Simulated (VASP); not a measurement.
Set up this calculation in VASP 6.6.1, as the native input.

| Item | Value |
| --- | --- |
| Task | single point |
| Functional | PBEsol |
| Potentials or basis | VASP PAW PBE potentials, release 64 (N) |
| Cutoff | 520 eV |
| k mesh | 6 × 6 × 4 |
| Occupations | gaussian, width 0.05 eV |
| Spin | no spin polarisation |
| Dipole correction | no |
| Further INCAR settings | ALGO = Normal; EDIFF = 1e-06; NBANDS = 18 |

The structure of N lies in POSCAR:

```
N
1.0
    4.3339221230      0.0000000000      0.0000000000
   -2.1669610615      3.7532866566      0.0000000000
    0.0000000000      0.0000000000      7.0060035100
N
4
Direct
    0.3333333333      0.6666666667      0.3289300400
    0.3333333333      0.6666666667      0.1710699600
    0.6666666667      0.3333333333      0.8289300400
    0.6666666667      0.3333333333      0.6710699600
```

This cell differs from its parent crystal: strain +0.040 along x and y, +0.000 along z.

One way to write it, as run:

INCAR

```
SYSTEM = N
ALGO = Normal ; EDIFF = 1E-6
ENCUT = 520 ; GGA = PS
ISIF = 2 ; ISMEAR = 0
LASPH = .TRUE. ; LCHARG = .TRUE.
LELF = .TRUE. ; LREAL = .FALSE.
LVHAR = .TRUE. ; LWAVE = .FALSE.
NBANDS = 18 ; NELM = 80
PREC = Accurate ; SIGMA = 0.05
```

KPOINTS

```
k-points
0
G
  6 6 4
  0 0 0
```

Potentials or basis: VASP PAW PBE potentials, release 64 (N).

Run with:

```console
$ cat potpaw_PBE.64/N/POTCAR > POTCAR
$ mpirun -np 1 vasp_std > vasp.out
```

It gave:

```yaml
Pressure: 0.8 GPa
Largest_force: 0.893 eV/Å
Band_gap_on_the_k_mesh: 7.08 eV, indirect (least direct gap 7.37 eV)
```

Caveat: the cell differs from its parent crystal (strain +0.040 along x and y, +0.000 along z); the standard files for N, O and F lose accuracy on very short bonds; the PAW data sets were made with another functional, which shifts forces and pressure a little.

It took 14 s on 1 thread of Intel(R) Xeon(R) 6975P-C (Granite Rapids), with other jobs on the host, peak memory 0.21 GiB.
